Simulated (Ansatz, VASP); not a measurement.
## One calculation of Al, two programs

```
CELL_PARAMETERS angstrom
2.81442 0.00000 0.00000
-1.40721 2.43736 0.00000
0.00000 0.00000 9.24105
ATOMIC_POSITIONS crystal
Al 0.72207 0.87548 0.00000
Al 0.33333 0.66667 0.25000
Al 0.27793 0.12452 0.50000
Al 0.66667 0.33333 0.75000
```

Change from the starting cell: mode 4 frozen in at -0.607 Å and mode 5 at -0.303 Å (largest displacements).

Alike in both runs: task single point; functional PBE; dispersion D3(BJ); k mesh 18 × 18 × 4; occupations gaussian, width 0.15 eV; no spin polarisation.

```csv
,VASP,Ansatz
version,VASP 6.6.1,Ansatz 0.2.0
potentials or method,"VASP PAW PBE potentials, release 64 (Al), cutoff 520 eV","scalar-relativistic, plane waves, PAW"
valence electrons in the cell,12,12
```

|  | VASP | Ansatz | Ansatz less VASP |
| --- | --- | --- | --- |
| gap on the k mesh at the Fermi level (eV) | none | none | - |
| pressure (GPa) | 3.6 | 3.6 | -0.01 |
| traceless stress, the component that is largest in VASP (GPa) | 6.03 | 6.03 | +0.001 |
| rms of the force components (eV/Å) | 0.411 | 0.411 | -0.0003 |

Atom by atom the forces differ by 0.001 eV/Å (rms over components). A gap of «none» marks a metal or a gap that the smearing closes.
